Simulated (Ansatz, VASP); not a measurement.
Two plane-wave programs on NaCl

The input INCAR:

```
SYSTEM = NaCl
ALGO = Normal ; EDIFF = 1E-7
ENCUT = 520 ; GGA = PE
ISIF = 2 ; ISMEAR = -1
LASPH = .TRUE. ; LCHARG = .TRUE.
LELF = .TRUE. ; LREAL = .FALSE.
LVHAR = .TRUE. ; LWAVE = .FALSE.
NBANDS = 14 ; NELM = 100
PREC = Accurate ; SIGMA = 0.02
```

The input KPOINTS:

```
k-points
0
G
  8 8 8
  0 0 0
```

The input POSCAR:

```
NaCl
1.0
    3.6449774967      0.0000000000      0.0000000000
    0.0000000000      3.6449774967      0.0000000000
    0.0000000000      0.0000000000      3.4595458397
Na Cl
1 1
Direct
    0.0000000000      0.0000000000      0.0000000000
    0.5000000000      0.5000000000      0.5000000000
```

Input for Ansatz:

```yaml
crystal:
  lattice:
    - [3.6449774967, 0.0, 0.0]
    - [0.0, 3.6449774967, 0.0]
    - [0.0, 0.0, 3.4595458397]
  atoms:
    - { symbol: Na, position: [0.0, 0.0, 0.0] }
    - { symbol: Cl, position: [0.5, 0.5, 0.5] }
kpoints:
  mp_grid: { grid: [8, 8, 8] }
  band_path:
    path: [[0.0, 0.0, 0.0], [0.0, 0.5, 0.0], [0.5, 0.5, 0.0], [0.5, 0.5, 0.5]]
    npoints: 1
hamiltonian:
  xc: pbe
scf:
  occupations: { method: fermi_dirac, width: 0.02 }
  n_extra_bands: 4
output:
  forces: true
  stress: true
  eigenvalues: true
```

Change from the starting cell: biaxial_xy strain +5.4%.

Alike in both runs: task single point; functional PBE; k mesh 8 × 8 × 8; occupations fermi-dirac, width 0.02 eV; no spin polarisation.

|  | VASP | Ansatz |
| --- | --- | --- |
| version | VASP 6.6.1 | Ansatz 0.2.0 |
| potentials or method | VASP PAW PBE potentials, release 64 (Na_pv, Cl) | plane waves, PAW |
| plane-wave cutoff (eV) | 520 | 420 |
| valence electrons in the cell | 14 | 16 |

```csv
,VASP,Ansatz,Ansatz less VASP
gap on the k mesh at the Fermi level (eV),3.53,3.53,-0.001
pressure (GPa),-1.4,-1.4,+0.05
"traceless stress, the component that is largest in VASP (GPa)",2.39,2.39,+0.001
```

VASP's potentials hold 14 valence electrons a cell and Ansatz's 16, so a difference there can come from the potentials and not from the codes.
